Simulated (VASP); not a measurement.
# As (Im-3m) in VASP: further runs

As is run at these levels: PBE; tasks: relaxation of cell and atoms, single point.

All numbers are computed with VASP 6.6.1; they aren't measurements. Logs are shortened: lines on timing, memory, paths and dates and some standing lists are left out, and cuts for length are marked.

### 1 The cell of the first run

It takes space group Im-3m (No. 229, cubic). Conventional cell: a = 2.848 Å, b = 2.848 Å, c = 2.848 Å, α = 90.00°, β = 90.00°, γ = 90.00°. As (site symmetry m-3m) has 14 As at 2.47 to 2.85 Å within 3.3 Å.

### 2 Relaxation of cell and atoms, PBE, target pressure 120 GPa, at which the enthalpy is minimised

INCAR

```
PREC     = Accurate       # precision mode
ENCUT    = 600            # plane-wave cutoff, eV
EDIFF    = 1E-6           # SCF threshold, eV
ISMEAR   = -1             # smearing method
SIGMA    = 0.05           # smearing width, eV
LREAL    = False          # projectors in reciprocal space
LASPH    = True           # aspherical terms in the spheres
NELM     = 60             # most SCF steps
ALGO     = Normal         # electronic algorithm
ISIF     = 3              # what is computed and relaxed
LWAVE    = False          # write WAVECAR
LCHARG   = False          # write CHGCAR
GGA      = PE             # functional
IBRION   = 2              # ionic algorithm
NSW      = 32             # ionic steps
EDIFFG   = -0.005         # ionic threshold
PSTRESS  = 1200.0
```

KPOINTS

```
regular mesh
0
Gamma
  19 19 19
```

POSCAR

```
As
1.0
   -1.4238162119      1.4238162119      1.4238162119
    1.4238162119     -1.4238162119      1.4238162119
    1.4238162119      1.4238162119     -1.4238162119
As
1
Direct
    0.0000000000      0.0000000000      0.0000000000
```

Potentials or basis: VASP PAW PBE potentials, release 64 (As).

Started as:

```sh
> cat potpaw_PBE.64/As/POTCAR > POTCAR
> mpirun -np 1 vasp_std > vasp.out
```

OUTCAR:

```text
PREC = Accurate
   ENCUT = 600
   EDIFF = 1E-6
   ISMEAR = -1
   LREAL = False
   LASPH = True
   NELM = 60
   ISIF = 3
   GGA = PE
   IBRION = 2
   NSW = 32
   EDIFFG = -0.005
   PSTRESS = 1200.0

 ion  position               nearest neighbor table
   1  0.000  0.000  0.000-

  LATTYP: Found a body centered cubic cell.
 ALAT       =     2.8476324238

  Lattice vectors:

 A1 = (  -1.4238162119,   1.4238162119,   1.4238162119)
 A2 = (   1.4238162119,  -1.4238162119,   1.4238162119)
 A3 = (   1.4238162119,   1.4238162119,  -1.4238162119)

Analysis of symmetry for initial positions (statically):
=====================================================================
 Subroutine PRICEL returns:
 Original cell was already a primitive cell.

 Routine SETGRP: Setting up the symmetry group for a
 body centered cubic supercell.

 Subroutine GETGRP returns: Found 48 space group operations
 (whereof 48 operations were pure point group operations)
 out of a pool of 48 trial point group operations.

The static configuration has the point symmetry O_h .

Analysis of symmetry for dynamics (positions and initial velocities):
=====================================================================
 Subroutine PRICEL returns:
 Original cell was already a primitive cell.

 Routine SETGRP: Setting up the symmetry group for a
 body centered cubic supercell.

 Subroutine GETGRP returns: Found 48 space group operations
 (whereof 48 operations were pure point group operations)
 out of a pool of 48 trial point group operations.

The dynamic configuration has the point symmetry O_h .

 Subroutine INISYM returns: Found 48 space group operations
 (whereof 48 operations are pure point group operations),
 and found     1 'primitive' translations

----------------------------------------------------------------------------------------

                                     Primitive cell

  volume of cell :      11.5457

  direct lattice vectors                    reciprocal lattice vectors
    -1.423816212  1.423816212  1.423816212     0.000000000  0.351168919  0.351168919
     1.423816212 -1.423816212  1.423816212     0.351168919  0.000000000  0.351168919
     1.423816212  1.423816212 -1.423816212     0.351168919  0.351168919  0.000000000

  length of vectors
     2.466122020  2.466122020  2.466122020     0.496627848  0.496627848  0.496627848

  position of ions in fractional coordinates (direct lattice)
     0.000000000  0.000000000  0.000000000

  ion indices of the primitive-cell ions
   primitive index   ion index
                 1           1

----------------------------------------------------------------------------------------

 KPOINTS: regular mesh

Automatic generation of k-mesh.
 Grid dimensions read from file:
 generate k-points for:   19   19   19

 Generating k-lattice:

  Cartesian coordinates                     Fractional coordinates (reciprocal lattice)
     0.000000000  0.018482575  0.018482575     0.052631579  0.000000000  0.000000000
     0.018482575  0.000000000  0.018482575     0.000000000  0.052631579  0.000000000
     0.018482575  0.018482575  0.000000000     0.000000000  0.000000000  0.052631579

  Length of vectors
     0.026138308  0.026138308  0.026138308

  Shift w.r.t. Gamma in fractional coordinates (k-lattice)
     0.000000000  0.000000000  0.000000000

 Subroutine IBZKPT returns following result:
 ===========================================

 Found    220 irreducible k-points:

 Following reciprocal coordinates:
            Coordinates               Weight
  0.000000  0.000000  0.000000      1.000000
  0.052632  0.000000  0.000000     12.000000
  0.105263  0.000000  0.000000     12.000000
  0.157895  0.000000  0.000000     12.000000
  0.210526  0.000000  0.000000     12.000000
  0.263158  0.000000  0.000000     12.000000
[... 16 lines left out ...]
  0.263158  0.105263  0.000000     48.000000
  0.315789  0.105263  0.000000     48.000000
 [... further k-points ...]
   k-points           NKPTS =    220   k-points in BZ     NKDIM =    220   number of bands    NBANDS=      6
   number of dos      NEDOS =    301   number of ions     NIONS =      1
   total plane-waves  NPLWV =   8000
   dimension x,y,z NGX =    20 NGY =   20 NGZ =   20
   dimension x,y,z NGXF=    40 NGYF=   40 NGZF=   40
   ions per type =               1
   NGX,Y,Z   is equivalent  to a cutoff of  13.48, 13.48, 13.48 a.u.
   NGXF,Y,Z  is equivalent  to a cutoff of  26.96, 26.96, 26.96 a.u.
 SYSTEM =  unknown system
   PREC   = accura    normal or accurate (medium, high low for compatibility)
   ISTART =      0    job   : 0-new  1-cont  2-samecut
   ICHARG =      2    charge: 1-file 2-atom 10-const
   ISPIN  =      1    spin polarized calculation?
   LNONCOLLINEAR =      F non collinear calculations
   LSORBIT =      F    spin-orbit coupling
   LASPH  =      T    aspherical Exc in radial PAW
   ENCUT  =  600.0 eV  44.10 Ry    6.64 a.u.   4.93  4.93  4.93*2*pi/ulx,y,z
   NELM   =     60;   NELMIN=  2; NELMDL= -5     # of ELM steps
   EDIFF  = 0.1E-05   stopping-criterion for ELM
   LREAL  =      F    real-space projection
   EDIFFG = -.5E-02   stopping-criterion for IOM
   NSW    =     32    number of steps for IOM
   IBRION =      2    ionic relax: 0-MD 1-quasi-New 2-CG
   NFREE  =      1    steps in history (QN), initial steepest desc. (CG)
   ISIF   =      3    stress and relaxation
   ISYM   =      2    0-nonsym 1-usesym 2-fastsym
   POTIM  = 0.5000    time-step for ionic-motion
   TEBEG  =    0.0;   TEEND  =   0.0 temperature during run
   PSTRESS= 1200.0 pullay stress
   NELECT =       5.0000    total number of electrons
   NUPDOWN=      -1.0000    fix difference up-down
   EMIN   =  10.00;   EMAX   =-10.00  energy-range for DOS
   EFERMI =   0.00;   METHOD = LEGACY
   ISMEAR =    -1;   SIGMA  =   0.05  broadening in eV -4-tet -1-fermi 0-gaus
   EFERMI_NEDOS =   21; number of points for ismear=-14 and -15
   IALGO  =     38    algorithm
   IMIX   =      4    mixing-type and parameters
     AMIX     =   0.40;   BMIX     =  1.00
     AMIX_MAG =   1.60;   BMIX_MAG =  1.00
  volume/ion in A,a.u.               =      11.55        77.91
  Fermi-wavevector in a.u.,A,eV,Ry     =   1.238580  2.340578 20.872448  1.534082
  Thomas-Fermi vector in A             =   2.373100
   LORBIT       =      0    0 simple, 1 ext, 2 COOP (PROOUT), +10 PAW based schemes
   GGA     = PE    functional components
   LHFCALC =     F    Hartree Fock is set to
   AEXX    =    0.0000 exact exchange contribution
   IVDW    =     0    specifies the selected vdW correction
   LEPSILON=     F    determine dielectric tensor
   LRPA    =     F    only Hartree local field effects (RPA)
 conjugate gradient relaxation of ions
 non-spin polarized calculation
  energy-cutoff  :      600.00
  volume of cell :       11.55
 maximum number of plane-waves:       398
   NGX =  9   NGY =  9   NGZ =  9

--------------------------------------- Ionic step        1  -------------------------------------------

 number of electron       4.9999999 magnetization

 Free energy of the ion-electron system (eV)
  ---------------------------------------------------
  ext. energy  EPLUGINS =         0.00000000
  ---------------------------------------------------
  free energy    TOTEN  =        -2.40304277 eV

  energy without entropy =       -2.40030357  energy(sigma->0) =       -2.40167317

------------------------ aborting loop because EDIFF is reached ----------------------------------------

  FORCE on cell =-STRESS in cart. coord.  units (eV):
  Direction    XX          YY          ZZ          XY          YZ          ZX
  --------------------------------------------------------------------------------------
  -------------------------------------------------------------------------------------
  Total        8.8701879      8.8701879      8.8701879      0.0000000      0.0000000     -0.0000000
  in kB     1230.8967052   1230.8967052   1230.8967052      0.0000000      0.0000000     -0.0000000
  external PRESSURE =      30.8967052 kB  Pullay stress =    1200.0000000 kB
[... 59 lines left out ...]
  enthalpy is  TOTEN    =         6.2561107267 eV   P V=        8.9291972889

--------------------------------------- Ionic step        3  -------------------------------------------

 number of electron       5.0000000 magnetization

 Free energy of the ion-electron system (eV)
  ---------------------------------------------------
  ext. energy  EPLUGINS =         0.00000000
  ---------------------------------------------------
  free energy    TOTEN  =        -2.45684522 eV

  energy without entropy =       -2.45414531  energy(sigma->0) =       -2.45549526

 E-fermi :  13.4927     XC(G=0): -13.0771

 val. band max:       13.4890656123   @ k =   0.3684   0.1579   0.1053
 cond. band min:      13.5107148989   @ k =  -0.4737  -0.4737   0.3684
 fundamental gap:      0.0216492866
 Fermi energy:        13.4927132453

 k-point     1 :       0.0000    0.0000    0.0000
  band No.  band energies     occupation
      1      -7.3498      2.00000
      2      24.7864      0.00000
      3      24.7864      0.00000
      4      24.7864      0.00000
      5      29.2258      0.00000
      6      29.2258      0.00000

 k-point     2 :       0.0526    0.0000    0.0000
  band No.  band energies     occupation
      1      -7.2462      2.00000
      2      23.7453      0.00000
      3      24.1594      0.00000
      4      24.6223      0.00000
      5      28.5204      0.00000
      6      28.9446      0.00000
[... 190 lines left out ...]
 k-point    24 :       0.3158    0.1053    0.0000
  band No.  band energies     occupation
      1      -1.9506      2.00000
      2       7.9248      2.00000
      3      15.3120      0.00000
      4      19.0762      0.00000
      5      24.6985      0.00000
      6      27.4508      0.00000

 [... further k-points ...]
[... 5 lines left out ...]
  --------------------------------------------------------------------------------------
  -------------------------------------------------------------------------------------
  Total        8.6966509      8.6966509      8.6966509     -0.0000000     -0.0000000      0.0000000
  in kB     1199.4444620   1199.4444620   1199.4444620     -0.0000000     -0.0000000      0.0000000
  external PRESSURE =      -0.5555380 kB  Pullay stress =    1200.0000000 kB
[... 16 lines left out ...]
  FREE ENERGIE OF THE ION-ELECTRON SYSTEM (eV)
  ---------------------------------------------------
  free  energy   TOTEN  =        -2.4568452153 eV

  energy  without entropy=       -2.4541453067  energy(sigma->0) =       -2.45549526

  enthalpy is  TOTEN    =         6.2438336686 eV   P V=        8.7006788840

 reached required accuracy - stopping structural energy minimisation
```

It took 10 s on 1 thread of Intel Xeon 6975P-C (Granite Rapids), shared host; peak memory 0.14 GiB.

What came out:

```yaml
Free_energy: -2.4568 eV
Relaxed_volume: 11.62 Å³/atom
Relaxed_cell: a = 2.471 Å, b = 2.471 Å, c = 2.471 Å, α = 109.47°, β = 109.47°, γ = 109.47°
Space_group_after_relaxing_to_0.05_Å: Im-3m (No. 229)
Energy_change_on_relaxing_the_enthalpy_is_what_falls: -53.8 meV/atom
Ionic_steps: 3
Pressure_after_relaxing: 119.9 GPa
```

The path:
```csv
step,energy change (eV),largest force (eV/Å),pressure (GPa),volume (Å³)
1,0.0000,0.0000,123.09,11.55
2,-0.2700,0.0000,107.35,11.92
3,-0.0538,0.0000,119.94,11.62
```

Final structure:
```
As
1.0
    -1.42673    1.42673    1.42673
     1.42673   -1.42673    1.42673
     1.42673    1.42673   -1.42673
As
1
Direct
  0.00000 0.00000 0.00000
```

Caveat: the cell is relaxed towards a set pressure, so the enthalpy falls and the energy may rise.

(Part 1 of 3 ends here.)
